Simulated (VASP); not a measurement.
Set up this calculation in VASP 6.6.1, as the native input.

```
Task                   : single point
Functional             : PBEsol
Potentials or basis    : VASP PAW PBE potentials, release 64 (Cu)
Cutoff                 : 520 eV
k mesh                 : 19 × 19 × 19
Occupations            : fermi-dirac, width 0.08 eV
Spin                   : no spin polarisation
Dipole correction      : no
Further INCAR settings : ALGO = Normal; EDIFF = 1e-06; NBANDS = 12
```

The structure of Cu lies in POSCAR:

```
Cu
1.0
    0.0000000000      1.8014548043      1.8014548043
    1.8014548043      0.0000000000      1.8014548043
    1.8014548043      1.8014548043      0.0000000000
Cu
1
Direct
    0.0000000000      0.0000000000      0.0000000000
```

This cell differs from its parent crystal: volume scaled by 0.99.

The input as run:

INCAR

```
ALGO = Normal
EDIFF = 1E-6
ENCUT = 520
GGA = PS
ISIF = 2
ISMEAR = -1
LASPH = T
LCHARG = F
LREAL = F
LWAVE = F
NBANDS = 12
NELM = 80
PREC = Accurate
SIGMA = 0.08
```

KPOINTS

```
k-points
0
Gamma
  19 19 19
```

Potentials or basis: VASP PAW PBE potentials, release 64 (Cu).

Run with:

```console
$ cat potpaw_PBE.64/Cu/POTCAR > POTCAR
$ mpirun -np 1 vasp_std > vasp.out
```

Results of the run:

```json
{
 "Pressure": "-4.5 GPa"
}
```

Caveat: the PAW data sets were made with another functional, which shifts forces and pressure a little.

Wall time 39 s on 1 thread of Intel Xeon 8259CL, on a shared host, peak memory 0.15 GiB.
